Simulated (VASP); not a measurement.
**Mg9S7 (a cell with a defect): relaxation of the atoms with PBE**

Mg9S7 (a cell with a defect):

```
CELL_PARAMETERS angstrom
0.00000 5.20330 5.20330
5.20330 0.00000 5.20330
5.20330 5.20330 0.00000
ATOMIC_POSITIONS crystal
Mg 0.00000 0.00000 0.00000
Mg 0.25000 0.25000 0.25000
Mg 0.00000 0.00000 0.50000
Mg 0.00000 0.50000 0.00000
Mg 0.00000 0.50000 0.50000
Mg 0.50000 0.00000 0.00000
Mg 0.50000 0.00000 0.50000
Mg 0.50000 0.50000 0.00000
Mg 0.50000 0.50000 0.50000
S 0.25000 0.25000 0.75000
S 0.25000 0.75000 0.25000
S 0.25000 0.75000 0.75000
S 0.75000 0.25000 0.25000
S 0.75000 0.25000 0.75000
S 0.75000 0.75000 0.25000
S 0.75000 0.75000 0.75000
```

| Item | Value |
| --- | --- |
| Program | VASP 6.6.1 |
| Task | relaxation of the atoms |
| Functional | PBE |
| Potentials or basis | VASP PAW PBE potentials, release 64 (Mg, S) |
| Cutoff | 520 eV |
| k mesh | 2 × 2 × 2 |
| Occupations | fermi-dirac, width 0.05 eV |
| Spin | no spin polarisation |
| Dipole correction | no |
| Charge | 2 |
| Further INCAR settings | ALGO = Normal; EDIFF = 1e-07; IBRION = 2; EDIFFG = -0.02; NSW = 60; NELECT = 58.0 |

```json
{
  "Energy gained by relaxing": "117.0 meV/atom",
  "Ionic steps": "4",
  "Largest force after relaxing": "0.010 eV/Å"
}
```

Forces on the atoms (eV/Å):
```
Mg   0.000  0.000  0.000
Mg   0.000  0.000  0.000
Mg   0.000  0.000  0.010
Mg   0.000  0.010  0.000
Mg  -0.010  0.000  0.000
Mg   0.010  0.000  0.000
Mg   0.000 -0.010  0.000
Mg   0.000  0.000 -0.010
Mg   0.000  0.000  0.000
S    0.000  0.000  0.000
S    0.000  0.000  0.000
S    0.000  0.000  0.000
S    0.000  0.000  0.000
S    0.000  0.000  0.000
S    0.000  0.000  0.000
S    0.000  0.000  0.000
```

The path:
| step | energy change (eV) | largest force (eV/Å) | pressure (GPa) |
| --- | --- | --- | --- |
| 1 | 0.0000 | 2.7264 | -5.08 |
| 2 | -1.6057 | 1.1578 | -4.97 |
| 3 | -1.8651 | 0.1874 | -4.58 |
| 4 | -1.8717 | 0.0103 | -4.47 |

Final structure:
```
Mg S
1.0
     0.00000    5.20330    5.20330
     5.20330    0.00000    5.20330
     5.20330    5.20330    0.00000
Mg S
9 7
Direct
  0.00000 0.00000 0.00000
  0.25000 0.25000 0.25000
  0.98007 0.98007 0.51993
  0.98007 0.51993 0.98007
  0.98007 0.51993 0.51993
  0.51993 0.98007 0.98007
  0.51993 0.98007 0.51993
  0.51993 0.51993 0.98007
  0.50000 0.50000 0.50000
  0.25000 0.25000 0.75000
  0.25000 0.75000 0.25000
  0.25000 0.75000 0.75000
  0.75000 0.25000 0.25000
  0.75000 0.25000 0.75000
  0.75000 0.75000 0.25000
  0.75000 0.75000 0.75000
```

Levels at points of the mesh, in eV from the Fermi level:
| k point | band 27 | band 28 | band 29 | band 30 | band 31 | band 32 |
| --- | --- | --- | --- | --- | --- | --- |
| (0.00, 0.00, 0.00) | -1.08 | -1.08 | -1.08 | 1.83 | 1.83 | 2.48 |
| (0.50, 0.00, 0.00) | -1.16 | -1.16 | -0.88 | 0.64 | 2.48 | 2.48 |
| (0.50, 0.50, 0.00) | -1.34 | -1.20 | -0.39 | 0.39 | 2.18 | 2.18 |

Run time: 110 s on 1 thread of Intel(R) Xeon(R) 6975P-C (Granite Rapids), on a shared host, peak memory 0.45 GiB.

Caveat: the k points lie up to 0.52 Å⁻¹ apart; the cell carries a net charge on a neutralising background, which shifts energy and pressure; the cell is charged against a uniform background, so pressure and absolute levels hang on convention.
